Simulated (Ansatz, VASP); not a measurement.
Two plane-wave programs on MoS2

The input INCAR:

```
SYSTEM = MoS2
PREC     = Accurate       ! precision mode
ENCUT    = 520            ! plane-wave cutoff, eV
EDIFF    = 1E-6           ! SCF threshold, eV
ISMEAR   = -1             ! smearing method
SIGMA    = 0.15           ! smearing width, eV
LREAL    = .False.        ! projectors in reciprocal space
LASPH    = .True.         ! aspherical terms in the spheres
NELM     = 100            ! most SCF steps
ALGO     = Normal         ! electronic algorithm
ISIF     = 2              ! what is computed and relaxed
LWAVE    = .False.        ! write WAVECAR
LCHARG   = .True.         ! write CHGCAR
GGA      = CA             ! functional
LELF     = .True.         ! ELF
LVHAR    = .True.       
NBANDS   = 20             ! bands
```

File KPOINTS:

```
Automatic mesh
0
Gamma
  11 11 11
  0 0 0
```

The input POSCAR:

```
MoS2
1.0
    1.6185516955      0.9344708214      6.3000588146
   -1.6185516955      0.9344708214      6.3000588146
    0.0000000000     -1.8689426672      6.3000588146
Mo S
1 2
Direct
    0.0000000000      0.0000000000      0.0000000000
    0.2500000000      0.2500000000      0.2500000000
    0.4170000000      0.4170000000      0.4170000000
```

Input for Ansatz:

```yaml
crystal:
  lattice:
    - [1.6185516954694306, 0.9344708213792757, 6.300058814643669]
    - [-1.6185516954694306, 0.9344708213792757, 6.300058814643669]
    - [0.0, -1.8689426671583584, 6.300058814643669]
  atoms:
    - { symbol: Mo, position: [0.0, 0.0, 0.0] }
    - { symbol: S, position: [0.25, 0.25, 0.25] }
    - { symbol: S, position: [0.417, 0.417, 0.417] }
basis:
  ecutwfc: 450.0
kpoints:
  mp_grid:
    grid: [11, 11, 11]
hamiltonian:
  xc: lda
scf:
  occupations:
    method: fermi_dirac
    width: 0.15
output:
  stress: true
```

Alike in both runs: task single point; functional LDA; k mesh 11 × 11 × 11; occupations fermi-dirac, width 0.15 eV; no spin polarisation.

|  | VASP | Ansatz |
| --- | --- | --- |
| version | VASP 6.6.1 | Ansatz 0.2.0 |
| potentials or method | VASP PAW LDA potentials, release 64 (Mo_sv, S), cutoff 520 eV | plane waves, PAW |
| valence electrons in the cell | 26 | 26 |

VASP gave:

```
pressure (GPa)                                                : -11.7
traceless stress, the component that is largest in VASP (GPa) : 0.80
```

Which values does Ansatz return?

Pressure (GPa): -11.8; traceless stress, the component that is largest in VASP (GPa): 0.82.

LDA's correlation is that of Perdew and Zunger in VASP and of Perdew and Wang (1992) in Ansatz.
